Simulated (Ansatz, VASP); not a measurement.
# One calculation of TiAsS4, two programs

File INCAR:

```
SYSTEM = TiAsS4
PREC = Accurate
ENCUT = 520
EDIFF = 1E-6
ISMEAR = 0
SIGMA = 0.1
LREAL = .False.
LASPH = .True.
NELM = 150
ALGO = Normal
ISIF = 2
LWAVE = .False.
LCHARG = .False.
ISPIN = 2
MAGMOM = 1 0 0 0 0 0
LORBIT = 11
LMAXMIX = 4
GGA = PE
NBANDS = 34
```

Contents of KPOINTS:

```
regular mesh
0
Gamma
  4 4 4
  0 0 0
```

Contents of POSCAR:

```
TiAsS4
1.0
    0.0000000000      4.1668873100      4.1668873100
    4.1668873100      0.0000000000      4.1668873100
    4.1668873100      4.1668873100      0.0000000000
Ti As S
1 1 4
Direct
    0.7500000000      0.7500000000      0.7500000000
    0.0000000000      0.0000000000      0.0000000000
    0.3750000000      0.3750000000      0.8750000000
    0.3750000000      0.8750000000      0.3750000000
    0.8750000000      0.3750000000      0.3750000000
    0.3750000000      0.3750000000      0.3750000000
```

Input for Ansatz:

```yaml
crystal:
  lattice:
    - [0.0, 4.16688731, 4.16688731]
    - [4.16688731, 0.0, 4.16688731]
    - [4.16688731, 4.16688731, 0.0]
  atoms:
    - { symbol: Ti, position: [0.75, 0.75, 0.75], spin: 1.0 }
    - { symbol: As, position: [0.0, 0.0, 0.0] }
    - { symbol: S, position: [0.375, 0.375, 0.875] }
    - { symbol: S, position: [0.375, 0.875, 0.375] }
    - { symbol: S, position: [0.875, 0.375, 0.375] }
    - { symbol: S, position: [0.375, 0.375, 0.375] }
basis:
  ecutwfc: 420
kpoints:
  mp_grid: { grid: [4, 4, 4] }
hamiltonian:
  xc: pbe
scf:
  occupations: { method: gaussian, width: 0.1 }
  lower_state_search: "off"
output:
  forces: true
  stress: true
  eigenvalues: true
  populations: true
magnetization:
  spin_polarized: true
```

Change from the starting cell: species swapped into the ZrZnNi4 type (F-43m, No. 216).

Alike in both runs: task single point; functional PBE; k mesh 4 × 4 × 4; occupations gaussian, width 0.1 eV; collinear spin.

|  | VASP | Ansatz |
| --- | --- | --- |
| version | VASP 6.6.1 | Ansatz 0.2.0 |
| potentials or method | VASP PAW PBE potentials, release 64 (Ti_sv, As, S), cutoff 520 eV | scalar-relativistic, plane waves, PAW |
| valence electrons in the cell | 41 | 51 |

VASP gave:

```
gap on the k mesh at the Fermi level (eV)                     : none
pressure (GPa)                                                : -13.2
net moment per atom (μB)                                      : 0.02
size of the moment on the site where the two differ most (μB) : 0.01
```

Question: Estimate Ansatz's values.

Answer: gap on the k mesh at the Fermi level (eV): none; pressure (GPa): -12.2; net moment per atom (μB): 0.22; size of the moment on the site where the two differ most (μB): 1.64.

The net moments are unlike, so the other rows may belong to different states. Site moments also hang on the region over which each program counts them. A gap of «none» marks a metal or a gap that the smearing closes. VASP's potentials hold 41 valence electrons a cell and Ansatz's 51, so a difference there can come from the potentials and not from the codes.
